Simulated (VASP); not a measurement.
# ReS in VASP: further runs, part 2 of 2

VASP 6.6.1. The steps go on from the part before.

## (3) Single point, PBE, collinear spin (atom 1 (Re) moved 0.02 Å along y)

The input, INCAR:

```
SYSTEM = ReS
PREC = Accurate
ENCUT = 560
EDIFF = 1E-6
ISMEAR = 0
SIGMA = 0.05
LREAL = .False.
LASPH = .True.
NELM = 200
ALGO = Normal
ISIF = 2
LWAVE = .False.
LCHARG = .True.
ISPIN = 2
MAGMOM = 0.05 0
LORBIT = 11
LMAXMIX = 4
GGA = PE
LELF = .True.
LVHAR = .True.
NBANDS = 22
GGA_COMPAT = .False.
```

The input, KPOINTS:

```
Automatic mesh
0
Gamma
  12 12 12
  0 0 0
```

The input, POSCAR:

```
ReS
1.0
    0.0000000000      2.6183291373      2.6183291373
    2.6183291373      0.0000000000      2.6183291373
    2.6183291373      2.6183291373      0.0000000000
Re S
1 1
Direct
    0.0038192295     -0.0038192295      0.0038192295
    0.2500000000      0.2500000000      0.2500000000
```

Potentials or basis: VASP PAW PBE potentials, release 64 (Re_sv_GW, S).

On the command line:

```
> cat potpaw_PBE.64/Re_sv_GW/POTCAR potpaw_PBE.64/S/POTCAR > POTCAR
> mpirun -np 1 vasp_std > vasp.out
```

Wall time 4.4 min (1 thread of AMD EPYC 9R45 (Zen 5), shared host); peak memory 0.45 GiB.

The run converged. Its results:

```yaml
Free_energy: -17.4851 eV
Pressure: -0.6 GPa
Largest_force: 0.309 eV/Å
Net_moment: 0.02 μB per cell
Valence_electrons_inside_the_program's_atomic_spheres: Re 13.81; S 3.68
```

Forces on the atoms (eV/Å):
```
Re   0.000 -0.309  0.000
S    0.000  0.309  0.000
```

Stress tensor (GPa, compression positive):
```
-0.66  0.00  1.68
 0.00 -0.61  0.00
 1.68  0.00 -0.66
```

Levels at points of the mesh, in eV from the Fermi level:
Spin up:
```csv
k point,band 6,band 7,band 8,band 9,band 10,band 11,band 12,band 13,band 14,band 15
"(0.00, 0.00, 0.00)",-6.26,-6.23,-6.19,-1.14,-1.13,1.22,4.66,4.78,4.90,8.13
"(0.50, 0.00, 0.00)",-6.88,-5.78,-5.76,-0.63,-0.58,-0.48,2.37,2.42,3.82,9.07
"(0.00, 0.50, 0.00)",-6.90,-5.71,-5.69,-0.66,-0.60,-0.59,2.24,2.29,3.87,9.17
"(0.50, 0.50, 0.00)",-7.62,-4.75,-4.75,-2.31,-0.77,0.18,0.62,0.63,7.76,8.35
"(0.50, 0.00, 0.50)",-7.62,-4.79,-4.70,-2.31,-0.77,0.18,0.58,0.67,7.76,8.35
```
Spin down:
| k point | band 8 | band 9 | band 10 | band 11 | band 12 | band 13 |
| --- | --- | --- | --- | --- | --- | --- |
| (0.00, 0.00, 0.00) | -6.18 | -1.12 | -1.12 | 1.23 | 4.66 | 4.79 |
| (0.50, 0.00, 0.00) | -5.75 | -0.61 | -0.56 | -0.47 | 2.38 | 2.43 |
| (0.00, 0.50, 0.00) | -5.69 | -0.65 | -0.59 | -0.57 | 2.24 | 2.30 |
| (0.50, 0.50, 0.00) | -4.74 | -2.30 | -0.75 | 0.20 | 0.63 | 0.64 |
| (0.50, 0.00, 0.50) | -4.70 | -2.31 | -0.75 | 0.21 | 0.59 | 0.68 |

Caveat: the cell differs from its parent crystal (atom 1 (Re) moved 0.02 Å along y); spin-orbit coupling is left out, which moves the levels of the heavy elements.

## (4) Single point, PBE, collinear spin

This run uses another cell than the first one: it holds 4 atoms, not 2.

The input, INCAR:

```
  PREC = Accurate
  ENCUT = 560
  EDIFF = 1E-6
  ISMEAR = 0
  SIGMA = 0.05
  LREAL = False
  LASPH = True
  NELM = 200
  ALGO = Normal
  ISIF = 2
  LWAVE = False
  LCHARG = False
  ISPIN = 2
  MAGMOM = 2 -2 0 0
  LORBIT = 11
  LMAXMIX = 4
  GGA = PE
  NBANDS = 33
  GGA_COMPAT = False
```

The input, KPOINTS:

```
Automatic mesh
0
Gamma
  12 12 6
```

The input, POSCAR:

```
ReS
1.0
    0.0000000000      2.6183291373      2.6183291373
    5.2366582746      2.6183291373      2.6183291373
    5.2366582746      5.2366582746      0.0000000000
Re S
2 2
Direct
    0.0000000000      0.0000000000      0.0000000000
    0.0000000000      0.0000000000      0.5000000000
    0.2500000000      0.2500000000      0.0000000000
    0.2500000000      0.2500000000      0.5000000000
```

Potentials or basis: VASP PAW PBE potentials, release 64 (Re_sv_GW, S).

On the command line:

```
> cat potpaw_PBE.64/Re_sv_GW/POTCAR potpaw_PBE.64/S/POTCAR > POTCAR
> mpirun -np 1 vasp_std > vasp.out
```

OUTCAR:

```text
PREC = Accurate
   ENCUT = 560
   EDIFF = 1E-6
   ISMEAR = 0
   LREAL = False
   LASPH = True
   NELM = 200
   ISIF = 2
   ISPIN = 2
   LORBIT = 11
   GGA = PE

 ion  position               nearest neighbor table
   1  0.000  0.000  0.000-   3 2.27   4 2.27   4 2.27   3 2.27
   2  0.000  0.000  0.500-   4 2.27   3 2.27   3 2.27   4 2.27
   3  0.250  0.250  0.000-   1 2.27   2 2.27   1 2.27   2 2.27
   4  0.250  0.250  0.500-   2 2.27   1 2.27   1 2.27   2 2.27

  LATTYP: Found a simple tetragonal cell.
 ALAT       =     3.7028765767
 C/A-ratio  =     1.4142135624

  Lattice vectors:

 A1 = (   0.0000000000,  -2.6183291373,   2.6183291373)
 A2 = (   0.0000000000,  -2.6183291373,  -2.6183291373)
 A3 = (   5.2366582746,   0.0000000000,   0.0000000000)

[... 1964 lines left out ...]
------------------------ aborting loop because EDIFF is reached ----------------------------------------

  FORCE on cell =-STRESS in cart. coord.  units (eV):
  Direction    XX          YY          ZZ          XY          YZ          ZX
  --------------------------------------------------------------------------------------
  -------------------------------------------------------------------------------------
  Total       -0.3053343     -0.3034338     -0.3034338      0.0000000      0.0000000     -0.0000000
  in kB       -6.8132367     -6.7708286     -6.7708286      0.0000000      0.0000000     -0.0000000
  external PRESSURE =      -6.7849646 kB  Pullay stress =       0.0000000 kB

 VOLUME and BASIS-vectors are now :
 -----------------------------------------------------------------------------
  energy-cutoff  :      560.00
  volume of cell :       71.80
      direct lattice vectors                 reciprocal lattice vectors
     0.000000000  2.618329137  2.618329137    -0.190961477  0.190961477  0.190961477
     5.236658275  2.618329137  2.618329137     0.190961477 -0.190961477  0.190961477
     5.236658275  5.236658275  0.000000000     0.000000000  0.190961477 -0.190961477

 POSITION                                       TOTAL-FORCE (eV/Angst)
 -----------------------------------------------------------------------------------
      0.00000      0.00000      0.00000        -0.000000     -0.000000     -0.000000
      2.61833      2.61833      0.00000         0.000000      0.000000     -0.000000
      1.30916      1.30916      1.30916         0.000000     -0.000000      0.000000
      3.92749      3.92749      1.30916         0.000000      0.000000      0.000000
 -----------------------------------------------------------------------------------
    total drift:                               -0.000002      0.000001      0.000000

  FREE ENERGIE OF THE ION-ELECTRON SYSTEM (eV)
  ---------------------------------------------------
  free  energy   TOTEN  =       -34.9764065021 eV

  energy  without entropy=      -34.9689871399  energy(sigma->0) =      -34.97269682

 total charge

# of ion       s       p       d       f       tot
--------------------------------------------------
    1        3.364   6.015   4.371   0.059  13.809
    2        3.364   6.015   4.371   0.059  13.809
    3        1.299   2.385   0.000   0.000   3.684
    4        1.299   2.385   0.000   0.000   3.684
--------------------------------------------------
tot          9.327  16.799   8.743   0.118  34.987

 magnetization (x)

# of ion       s       p       d       f       tot
--------------------------------------------------
    1        0.000   0.000  -0.000   0.000  -0.000
    2       -0.000  -0.000   0.000  -0.000   0.000
    3        0.000   0.000   0.000   0.000   0.000
    4        0.000   0.000   0.000   0.000   0.000
--------------------------------------------------
tot          0.000   0.000   0.000   0.000   0.000
```

It took 15 min on 1 thread of Intel Xeon 6975P-C (Granite Rapids), shared host; peak memory 0.6 GiB.

Results:

| Property | Result |
| --- | --- |
| Free energy | -34.9764 eV |
| Pressure | -0.7 GPa |
| Band gap on the k mesh | zero (filled and empty bands overlap) |
| Net moment | 0.00 μB per cell |
| Valence electrons inside the program's atomic spheres | Re 13.81; S 3.68 |

Caveat: spin-orbit coupling is left out, which moves the levels of the heavy elements.

## (5) Single point, PBE, collinear spin

The input, INCAR:

```
PREC = Accurate
ENCUT = 560
EDIFF = 1E-6
ISMEAR = 0
SIGMA = 0.05
LREAL = False
LASPH = True
NELM = 200
ALGO = Normal
ISIF = 2
LWAVE = False
LCHARG = True
ISPIN = 2
MAGMOM = 0.05 0
LORBIT = 11
LMAXMIX = 4
GGA = PE
LELF = True
LVHAR = True
NBANDS = 22
GGA_COMPAT = False
```

The input, KPOINTS:

```
Automatic mesh
0
Gamma
  12 12 12
```

The input, POSCAR:

```
ReS
1.0
    0.0000000000      2.6445124287      2.6445124287
    2.6183291373      0.0261832914      2.6183291373
    2.6183291373      2.6183291373      0.0261832914
Re S
1 1
Direct
    0.0000000000      0.0000000000      0.0000000000
    0.2500000000      0.2500000000      0.2500000000
```

On the command line:

```
> cat potpaw_PBE.64/Re_sv_GW/POTCAR potpaw_PBE.64/S/POTCAR > POTCAR
> mpirun -np 1 vasp_std > vasp.out
```

Wall time 4.9 min (1 thread of AMD EPYC 9R14 (Zen 4), shared host); peak memory 0.45 GiB.

It converged, with:

```
Free energy                                           : -17.4826 eV
Pressure                                              : -0.6 GPa
Largest force                                         : 0.377 eV/Å
Net moment                                            : 0.01 μB per cell
Valence electrons inside the program's atomic spheres : Re 13.81; S 3.68
```

Forces on the atoms (eV/Å):
```
Re   0.377  0.000  0.000
S   -0.377  0.000  0.000
```

Stress tensor (GPa, compression positive):
```
-0.53  0.00  0.00
 0.00 -0.63 -2.46
 0.00 -2.46 -0.63
```

Levels at points of the mesh, in eV from the Fermi level:
Spin up:
```
           k point  band 7  band 8  band 9  band 10  band 11  band 12  band 13  band 14
(0.00, 0.00, 0.00)   -6.22   -6.20   -1.13    -1.13     1.22     4.75     4.78     4.81
(0.50, 0.00, 0.00)   -5.76   -5.72   -0.65    -0.59    -0.52     2.31     2.45     3.89
(0.00, 0.50, 0.00)   -5.74   -5.71   -0.62    -0.60    -0.53     2.21     2.35     3.80
(0.50, 0.50, 0.00)   -4.75   -4.75   -2.31    -0.76     0.19     0.63     0.63     7.76
(0.00, 0.50, 0.50)   -4.75   -4.74   -2.31    -0.76     0.19     0.54     0.72     7.72
```
Spin down:
| k point | band 7 | band 8 | band 9 | band 10 | band 11 | band 12 | band 13 | band 14 |
| --- | --- | --- | --- | --- | --- | --- | --- | --- |
| (0.00, 0.00, 0.00) | -6.22 | -6.20 | -1.12 | -1.12 | 1.23 | 4.76 | 4.78 | 4.81 |
| (0.50, 0.00, 0.00) | -5.75 | -5.72 | -0.64 | -0.58 | -0.52 | 2.32 | 2.45 | 3.89 |
| (0.00, 0.50, 0.00) | -5.74 | -5.71 | -0.61 | -0.59 | -0.53 | 2.22 | 2.35 | 3.81 |
| (0.50, 0.50, 0.00) | -4.74 | -4.74 | -2.30 | -0.76 | 0.20 | 0.63 | 0.64 | 7.77 |
| (0.00, 0.50, 0.50) | -4.75 | -4.74 | -2.31 | -0.76 | 0.20 | 0.55 | 0.72 | 7.72 |

Caveat: spin-orbit coupling is left out, which moves the levels of the heavy elements.

## (6) Summary

```tsv
spin	cell	k mesh	gap on the mesh (eV)	pressure (GPa)	moment (μB)	largest force (eV/Å)
non-collinear, typed start, SOC	a = 3.703 Å, angles 60.0°, 2 atoms, atomic positions A	12 × 12 × 12	-	0.1	0.00	-
collinear	a = 3.703 Å, angles 60.0°, 2 atoms, atomic positions B	12 × 12 × 12	none	-0.6	0.02	0.31
collinear	a = 3.703, b = 6.414, c = 7.406 Å, angles 30.0, 60.0, 54.7°, 4 atoms, atomic positions C	12 × 12 × 6	none	-0.7	0.00	-
collinear	a = 3.740, b = 3.703, c = 3.703 Å, angles 59.3, 59.7, 59.7°, 2 atoms, atomic positions A	12 × 12 × 12	none	-0.6	0.01	0.38
```

Alike in all rows: task single point; level PBE; potentials or basis VASP PAW PBE potentials, release 64 (Re_sv_GW, S); cutoff (eV) 560; smearing gaussian 0.05 eV.

Caveats: spin-orbit coupling is left out, which moves the levels of the heavy elements (at least some runs).

Total energies depend on the potentials used, so only differences within one code and one set of settings carry meaning.
